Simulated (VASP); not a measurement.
Here is a VASP 6.6.1 calculation.

File INCAR:

```
SYSTEM = PbS
PREC = Accurate
ENCUT = 520
EDIFF = 1E-7
ISMEAR = -1
SIGMA = 0.05
LREAL = .False.
LASPH = .True.
NELM = 60
ALGO = Normal
ISIF = 2
LWAVE = .False.
LCHARG = .False.
GGA = RP
IVDW = 12
NBANDS = 17
```

Contents of KPOINTS:

```
Automatic mesh
0
Gamma
  8 8 8
  0 0 0
```

POSCAR

```
PbS
1.0
    0.0000000000      2.7908105603      2.7908105603
    2.7908105603      0.0000000000      2.7908105603
    2.7908105603      2.7908105603      0.0000000000
Pb S
1 1
Direct
    0.0000000000      0.0000000000      0.0000000000
    0.5000000000      0.5000000000      0.5000000000
```

Potentials or basis: VASP PAW PBE potentials, release 64 (Pb_d, S).

The run is started by

```sh
$ cat potpaw_PBE.64/Pb_d/POTCAR potpaw_PBE.64/S/POTCAR > POTCAR
$ mpirun -np 1 vasp_std > vasp.out
```

**Question.** Estimate the band gap on the k mesh.

**Answer.** 0.43 eV, direct.

**Question.** Predict the dispersion energy per atom.

**Answer.** -2.060 eV.

Caveat: spin-orbit coupling is left out, which moves the levels of the heavy elements. A k mesh can miss the band edges.
